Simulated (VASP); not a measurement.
# Yb (P6/mmm) in VASP: single point with revPBE

Aim: the single point of Yb with revPBE.

Everything below comes from runs of VASP 6.6.1. Logs are shortened: lines on timing, memory, paths and dates and some standing lists are left out, and cuts for length are marked.

## Step 1: The cell of the first run

Symmetry: P6/mmm, No. 191, hexagonal system. Conventional cell: a = 5.779 Å, b = 5.779 Å, c = 3.454 Å, α = 90.00°, β = 90.00°, γ = 120.00°. Within 4.5 Å of Yb (site symmetry 6/mmm) lie 14 Yb at 3.45 to 3.76 Å. Yb (site symmetry -6m2) has 11 Yb at 3.34 to 3.76 Å within 4.4 Å.

This isn't the form of Yb at room conditions, which is fcc.

## Step 2: Single point, revPBE (33.30 Å³/atom)

Input file INCAR:

```
SYSTEM = Yb
ALGO = Normal ; EDIFF = 1E-6
ENCUT = 520 ; GGA = RE
ISIF = 2 ; ISMEAR = -1
LASPH = .TRUE. ; LCHARG = .FALSE.
LREAL = .FALSE. ; LWAVE = .FALSE.
NBANDS = 43 ; NELM = 100
PREC = Accurate ; SIGMA = 0.1
```

Input file KPOINTS:

```
k-points
0
G
  7 7 10
  0 0 0
```

Input file POSCAR:

```
Yb
1.0
    5.7787083684      0.0000000000      0.0000000000
   -2.8893541842      5.0045082481      0.0000000000
    0.0000000000      0.0000000000      3.4539978177
Yb
3
Direct
    0.0000000000      1.0000000000      0.0000000000
    0.3333333333      0.6666666667      0.5000000000
    0.6666666667      0.3333333333      0.5000000000
```

Potentials or basis: VASP PAW PBE potentials, release 64 (Yb).

Launch:

```console
> cat potpaw_PBE.64/Yb/POTCAR > POTCAR
> mpirun -np 1 vasp_std > vasp.out
```

OUTCAR:

```text
SYSTEM = Yb
   EDIFF = 1E-6
   ENCUT = 520
   GGA = RE
   ISIF = 2
   ISMEAR = -1
   LASPH = .TRUE.
   LREAL = .FALSE.
   NELM = 100
   PREC = Accurate

 ion  position               nearest neighbor table
   1  0.000  0.000  0.000-   2 3.76   3 3.76   2 3.76   3 3.76   3 3.76   3 3.76   2 3.76   2 3.76
                             3 3.76   3 3.76   2 3.76   2 3.76
   2  0.333  0.667  0.500-   3 3.34   3 3.34   3 3.34   1 3.76   1 3.76   1 3.76   1 3.76   1 3.76
                             1 3.76
   3  0.667  0.333  0.500-   2 3.34   2 3.34   2 3.34   1 3.76   1 3.76   1 3.76   1 3.76   1 3.76
                             1 3.76

  LATTYP: Found a hexagonal cell.
 ALAT       =     5.7787083684
 C/A-ratio  =     0.5977110450

  Lattice vectors:

 A1 = (   5.7787083684,   0.0000000000,   0.0000000000)
 A2 = (  -2.8893541842,   5.0045082481,   0.0000000000)
 A3 = (   0.0000000000,   0.0000000000,   3.4539978177)

Analysis of symmetry for initial positions (statically):
=====================================================================
 Subroutine PRICEL returns:
 Original cell was already a primitive cell.

 Routine SETGRP: Setting up the symmetry group for a
 hexagonal supercell.

 Subroutine GETGRP returns: Found 24 space group operations
 (whereof 24 operations were pure point group operations)
 out of a pool of 24 trial point group operations.

The static configuration has the point symmetry D_6h.

Analysis of symmetry for dynamics (positions and initial velocities):
=====================================================================
 Subroutine PRICEL returns:
 Original cell was already a primitive cell.

 Routine SETGRP: Setting up the symmetry group for a
 hexagonal supercell.

 Subroutine GETGRP returns: Found 24 space group operations
 (whereof 24 operations were pure point group operations)
 out of a pool of 24 trial point group operations.

The dynamic configuration has the point symmetry D_6h.

 Subroutine INISYM returns: Found 24 space group operations
 (whereof 24 operations are pure point group operations),
 and found     1 'primitive' translations

----------------------------------------------------------------------------------------

                                     Primitive cell

  volume of cell :      99.8882

  direct lattice vectors                    reciprocal lattice vectors
     5.778708368  0.000000000  0.000000000     0.173049051  0.099909916  0.000000000
    -2.889354184  5.004508248  0.000000000     0.000000000  0.199819833  0.000000000
     0.000000000  0.000000000  3.453997818     0.000000000  0.000000000  0.289519581

  length of vectors
     5.778708368  5.778708368  3.453997818     0.199819833  0.199819833  0.289519581

  position of ions in fractional coordinates (direct lattice)
     0.000000000  0.000000000  0.000000000
     0.333333333  0.666666667  0.500000000
     0.666666667  0.333333333  0.500000000

  ion indices of the primitive-cell ions
   primitive index   ion index
                 1           1
                 2           2
                 3           3

----------------------------------------------------------------------------------------

 KPOINTS: k-points

Automatic generation of k-mesh.
 Grid dimensions read from file:
 generate k-points for:    7    7   10

 Generating k-lattice:

  Cartesian coordinates                     Fractional coordinates (reciprocal lattice)
     0.024721293  0.014272845  0.000000000     0.142857143  0.000000000  0.000000000
     0.000000000  0.028545690  0.000000000     0.000000000  0.142857143  0.000000000
     0.000000000  0.000000000  0.028951958     0.000000000  0.000000000  0.100000000

  Length of vectors
     0.028545690  0.028545690  0.028951958

  Shift w.r.t. Gamma in fractional coordinates (k-lattice)
     0.000000000  0.000000000  0.000000000

 Subroutine IBZKPT returns following result:
 ===========================================

 Found     48 irreducible k-points:

 Following reciprocal coordinates:
            Coordinates               Weight
  0.000000  0.000000  0.000000      1.000000
  0.142857 -0.000000  0.000000      6.000000
  0.285714  0.000000  0.000000      6.000000
  0.428571  0.000000  0.000000      6.000000
  0.142857  0.142857  0.000000      6.000000
  0.285714  0.142857  0.000000     12.000000
[... 16 lines left out ...]
  0.428571  0.142857  0.200000     12.000000
  0.285714  0.285714  0.200000     12.000000
 [... further k-points ...]
   k-points           NKPTS =     48   k-points in BZ     NKDIM =     48   number of bands    NBANDS=     43
   number of dos      NEDOS =    301   number of ions     NIONS =      3
   total plane-waves  NPLWV =  64512
   dimension x,y,z NGX =    48 NGY =   48 NGZ =   28
   dimension x,y,z NGXF=    96 NGYF=   96 NGZF=   56
   ions per type =               3
   NGX,Y,Z   is equivalent  to a cutoff of  13.81, 13.81, 13.48 a.u.
   NGXF,Y,Z  is equivalent  to a cutoff of  27.62, 27.62, 26.95 a.u.
 SYSTEM =  Yb
   PREC   = accura    normal or accurate (medium, high low for compatibility)
   ISTART =      0    job   : 0-new  1-cont  2-samecut
   ICHARG =      2    charge: 1-file 2-atom 10-const
   ISPIN  =      1    spin polarized calculation?
   LNONCOLLINEAR =      F non collinear calculations
   LSORBIT =      F    spin-orbit coupling
   LASPH  =      T    aspherical Exc in radial PAW
   ENCUT  =  520.0 eV  38.22 Ry    6.18 a.u.  10.74 10.74  6.42*2*pi/ulx,y,z
   NELM   =    100;   NELMIN=  2; NELMDL= -5     # of ELM steps
   EDIFF  = 0.1E-05   stopping-criterion for ELM
   LREAL  =      F    real-space projection
   EDIFFG = 0.1E-04   stopping-criterion for IOM
   NSW    =      0    number of steps for IOM
   IBRION =     -1    ionic relax: 0-MD 1-quasi-New 2-CG
   NFREE  =      0    steps in history (QN), initial steepest desc. (CG)
   ISIF   =      2    stress and relaxation
   ISYM   =      2    0-nonsym 1-usesym 2-fastsym
   POTIM  = 0.5000    time-step for ionic-motion
   TEBEG  =    0.0;   TEEND  =   0.0 temperature during run
   PSTRESS=    0.0 pullay stress
   NELECT =      72.0000    total number of electrons
   NUPDOWN=      -1.0000    fix difference up-down
   EMIN   =  10.00;   EMAX   =-10.00  energy-range for DOS
   EFERMI =   0.00;   METHOD = LEGACY
   ISMEAR =    -1;   SIGMA  =   0.10  broadening in eV -4-tet -1-fermi 0-gaus
   EFERMI_NEDOS =   21; number of points for ismear=-14 and -15
   IALGO  =     38    algorithm
   IMIX   =      4    mixing-type and parameters
     AMIX     =   0.40;   BMIX     =  1.00
     AMIX_MAG =   1.60;   BMIX_MAG =  1.00
  volume/ion in A,a.u.               =      33.30       224.69
  Fermi-wavevector in a.u.,A,eV,Ry     =   1.467847  2.773829 29.314787  2.154576
  Thomas-Fermi vector in A             =   2.583416
   LORBIT       =      0    0 simple, 1 ext, 2 COOP (PROOUT), +10 PAW based schemes
   GGA     = RE    functional components
   LHFCALC =     F    Hartree Fock is set to
   AEXX    =    0.0000 exact exchange contribution
   IVDW    =     0    specifies the selected vdW correction
   LEPSILON=     F    determine dielectric tensor
   LRPA    =     F    only Hartree local field effects (RPA)
 non-spin polarized calculation
  energy-cutoff  :      520.00
  volume of cell :       99.89
 maximum number of plane-waves:      2731
 NGX is ok and might be reduce to    48
   NGX = 21   NGY = 21   NGZ = 13

 number of electron      71.9999986 magnetization

 Free energy of the ion-electron system (eV)
  ---------------------------------------------------
  ext. energy  EPLUGINS =         0.00000000
  ---------------------------------------------------
  free energy    TOTEN  =        -9.82683630 eV

  energy without entropy =       -9.55942351  energy(sigma->0) =       -9.69312991

 E-fermi :   1.8999     XC(G=0):  -9.6708

 val. band max:        1.8960158691   @ k =   0.1429  -0.0000   0.3000
 cond. band min:       1.9034872356   @ k =   0.1429   0.1429   0.4000
 fundamental gap:      0.0074713665
 Fermi energy:         1.8998818416

 k-point     1 :       0.0000    0.0000    0.0000
  band No.  band energies     occupation
      1     -49.9025      2.00000
      2     -49.8667      2.00000
      3     -49.8599      2.00000
      4     -22.3920      2.00000
      5     -22.3920      2.00000
      6     -22.2261      2.00000
[... 35 lines left out ...]
     42       5.3977      0.00000
     43       5.3977      0.00000

 k-point     2 :       0.1429   -0.0000    0.0000
  band No.  band energies     occupation
      1     -49.9007      2.00000
      2     -49.8682      2.00000
      3     -49.8602      2.00000
      4     -22.4117      2.00000
      5     -22.3947      2.00000
      6     -22.2004      2.00000
[... 35 lines left out ...]
     42       5.1151      0.00000
     43       5.5512      0.00000

 k-point     3 :       0.2857    0.0000    0.0000
  band No.  band energies     occupation
      1     -49.8960      2.00000
      2     -49.8723      2.00000
      3     -49.8609      2.00000
      4     -22.4450      2.00000
      5     -22.3787      2.00000
      6     -22.1499      2.00000
[... 35 lines left out ...]
     42       4.4592      0.00000
     43       5.5115      0.00000

 k-point     4 :       0.4286    0.0000    0.0000
  band No.  band energies     occupation
      1     -49.8904      2.00000
      2     -49.8774      2.00000
      3     -49.8615      2.00000
      4     -22.4660      2.00000
      5     -22.3321      2.00000
      6     -22.1913      2.00000
[... 863 lines left out ...]
     42       4.4284      0.00000
     43       4.6278      0.00000

 k-point    23 :       0.4286    0.1429    0.2000
  band No.  band energies     occupation
      1     -49.8832      2.00000
      2     -49.8745      2.00000
      3     -49.8570      2.00000
      4     -22.4353      2.00000
      5     -22.3180      2.00000
      6     -22.2259      2.00000
[... 35 lines left out ...]
     42       4.3636      0.00000
     43       4.6743      0.00000

 k-point    24 :       0.2857    0.2857    0.2000
  band No.  band energies     occupation
      1     -49.8819      2.00000
      2     -49.8756      2.00000
      3     -49.8572      2.00000
      4     -22.4316      2.00000
      5     -22.3071      2.00000
      6     -22.2429      2.00000
[... 35 lines left out ...]
     42       4.1287      0.00000
     43       4.8627      0.00000

 [... further k-points ...]

------------------------ aborting loop because EDIFF is reached ----------------------------------------

  FORCE on cell =-STRESS in cart. coord.  units (eV):
  Direction    XX          YY          ZZ          XY          YZ          ZX
  --------------------------------------------------------------------------------------
  -------------------------------------------------------------------------------------
  Total        1.0966693      1.0966693      0.7938397      0.0000000      0.0000000      0.0000000
  in kB       17.5902500     17.5902500     12.7329535      0.0000000      0.0000000      0.0000000
  external PRESSURE =      15.9711512 kB  Pullay stress =       0.0000000 kB

 VOLUME and BASIS-vectors are now :
 -----------------------------------------------------------------------------
  energy-cutoff  :      520.00
  volume of cell :       99.89
      direct lattice vectors                 reciprocal lattice vectors
     5.778708368  0.000000000  0.000000000     0.173049051  0.099909916  0.000000000
    -2.889354184  5.004508248  0.000000000     0.000000000  0.199819833  0.000000000
     0.000000000  0.000000000  3.453997818     0.000000000  0.000000000  0.289519581

 POSITION                                       TOTAL-FORCE (eV/Angst)
 -----------------------------------------------------------------------------------
      0.00000      0.00000      0.00000         0.000000      0.000000      0.000000
     -0.00000      3.33634      1.72700        -0.000000      0.000000      0.000000
      2.88935      1.66817      1.72700        -0.000000      0.000000      0.000000
 -----------------------------------------------------------------------------------
    total drift:                               -0.000000      0.000000     -0.000000

  FREE ENERGIE OF THE ION-ELECTRON SYSTEM (eV)
  ---------------------------------------------------
  free  energy   TOTEN  =        -9.8268363042 eV

  energy  without entropy=       -9.5594235147  energy(sigma->0) =       -9.69312991
```

It took 30 min on 1 thread of Intel Xeon Platinum 8488C (Sapphire Rapids), shared host; peak memory 0.37 GiB.

What came out:

* Free energy: -9.8268 eV
* Pressure: 1.6 GPa
* Band gap on the k mesh: zero (bands 36 and 37 overlap by 0.53 eV)

Stress tensor (GPa, compression positive):
```
1.76 0.00 0.00
0.00 1.76 0.00
0.00 0.00 1.27
```

Caveat: the PAW data sets were made with another functional, which shifts forces and pressure a little; spin-orbit coupling is left out, which moves the levels of the heavy elements.
